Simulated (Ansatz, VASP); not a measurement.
**Zn: VASP beside Ansatz**

```
CELL_PARAMETERS angstrom
2.66480 0.00000 0.00000
-1.33240 2.30778 0.00000
0.00000 0.00000 30.36675
ATOMIC_POSITIONS crystal
Zn 0.66667 0.33333 0.29638
Zn 0.33333 0.66667 0.37783
Zn 0.66667 0.33333 0.45928
Zn 0.33333 0.66667 0.54245
Zn 0.66667 0.33333 0.62560
Zn 0.33333 0.66667 0.70873
```

Alike in both runs: task single point; functional PBE; k mesh 21 × 21 × 1; occupations gaussian, width 0.1 eV; no spin polarisation.

```csv
,VASP,Ansatz
version,VASP 6.6.1,Ansatz 0.2.0
potentials or method,"VASP PAW PBE potentials, release 64 (Zn), cutoff 520 eV","scalar-relativistic, plane waves, PAW"
valence electrons in the cell,72,72
```

Ansatz gave:

```
gap on the k mesh at the Fermi level (eV) : none
rms of the force components (eV/Å)        : 0.028
```

Problem. What did VASP give for the same quantities?

Solution. gap on the k mesh at the Fermi level (eV): none; rms of the force components (eV/Å): 0.029.

Atom by atom the forces differ by 0.002 eV/Å (rms over components). A gap of «none» marks a metal or a gap that the smearing closes. Ansatz's warnings: published levels not confirmed, xc potential rough in thin density.
